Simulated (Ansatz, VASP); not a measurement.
# Two plane-wave programs on HfN

```
CELL_PARAMETERS angstrom
0.00000 2.45482 2.45482
2.45482 0.00000 2.45482
2.45482 2.45482 0.00000
ATOMIC_POSITIONS crystal
Hf 0.01273 0.01273 0.98727
N 0.75000 0.75000 0.75000
```

Change from the starting cell: all Hf atoms moved +0.062 Å, as atom 1 along Cartesian [0 0 1].

Alike in both runs: task single point; functional PBEsol; k mesh 16 × 16 × 16; occupations gaussian, width 0.15 eV; no spin polarisation.

```csv
,VASP,Ansatz
version,VASP 6.6.1,Ansatz 0.2.0
potentials or method,"VASP PAW PBE potentials, release 64 (Hf_pv, N), cutoff 520 eV","scalar-relativistic, plane waves, PAW"
valence electrons in the cell,15,31
```

Ansatz gave:

| Quantity | Value |
| --- | --- |
| gap on the k mesh at the Fermi level (eV) | none |
| pressure (GPa) | -4.6 |
| traceless stress, the component that is largest in VASP (GPa) | -3.25 |
| rms of the force components (eV/Å) | 0.411 |

Task: Which values does VASP return?

Result: gap on the k mesh at the Fermi level (eV): none; pressure (GPa): -5.5; traceless stress, the component that is largest in VASP (GPa): -3.25; rms of the force components (eV/Å): 0.412.

VASP's potentials were made for PBE, not for PBEsol. Atom by atom the forces differ by 0.002 eV/Å (rms over components). A gap of «none» marks a metal or a gap that the smearing closes. VASP's potentials hold 15 valence electrons a cell and Ansatz's 31, so a difference there can come from the potentials and not from the codes.

Spin-orbit coupling is off throughout.
